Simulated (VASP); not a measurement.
# WS2: single point with PBE+D3(BJ)

WS2:

```
CELL_PARAMETERS angstrom
3.21723 0.00000 0.00000
-1.60862 2.78621 0.00000
0.00000 0.00000 12.06372
ATOMIC_POSITIONS crystal
W 0.33333 0.66667 0.75000
W 0.66667 0.33333 0.25000
S 0.33333 0.66667 0.12130
S 0.66667 0.33333 0.62130
S 0.33333 0.66667 0.37870
S 0.66667 0.33333 0.87870
```

This cell differs from its parent crystal: biaxial strain in the a-b plane: +2.0 %, then relaxed in part.

```
Program             : VASP 6.6.1
Task                : single point
Functional          : PBE
Dispersion          : D3(BJ)
Potentials or basis : VASP PAW PBE potentials, release 64 (W_sv, S)
Cutoff              : 520 eV
k mesh              : 12 × 12 × 4
Occupations         : gaussian, width 0.02 eV
Spin                : no spin polarisation
```

```yaml
Pressure: -3.8 GPa
Band_gap_on_the_k_mesh: 0.85 eV, indirect (least direct gap 1.58 eV)
Dispersion_energy_per_atom: -0.420 eV
```

Forces on the atoms (eV/Å):
```
W    0.000  0.000  0.000
W    0.000  0.000  0.000
S    0.000  0.000 -0.002
S    0.000  0.000 -0.002
S    0.000  0.000  0.002
S    0.000  0.000  0.002
```

Stress tensor (GPa, compression positive):
```
-5.67  0.00  0.00
 0.00 -5.67  0.00
 0.00  0.00 -0.04
```

Levels at points of the mesh, in eV from the valence-band top:
```
           k point  band 24  band 25  band 26  band 27  band 28  band 29
(0.00, 0.00, 0.00)    -1.35    -1.12     0.00     1.98     1.98     1.99
(0.50, 0.00, 0.00)    -2.09    -1.86    -1.60     1.87     1.92     2.27
(0.00, 0.00, 0.50)    -2.54    -0.26    -0.26     1.97     1.97     1.97
(0.50, 0.00, 0.50)    -2.21    -1.71    -1.71     1.89     1.89     2.38
```

It took 3.6 min on 1 thread of Intel(R) Xeon(R) Platinum 8488C (Sapphire Rapids), on a shared host, peak memory 0.33 GiB.

Caveat: the cell differs from its parent crystal (biaxial strain in the a-b plane: +2.0 %, then relaxed in part); spin-orbit coupling is left out, which moves the levels of the heavy elements. A k mesh can miss the band edges.
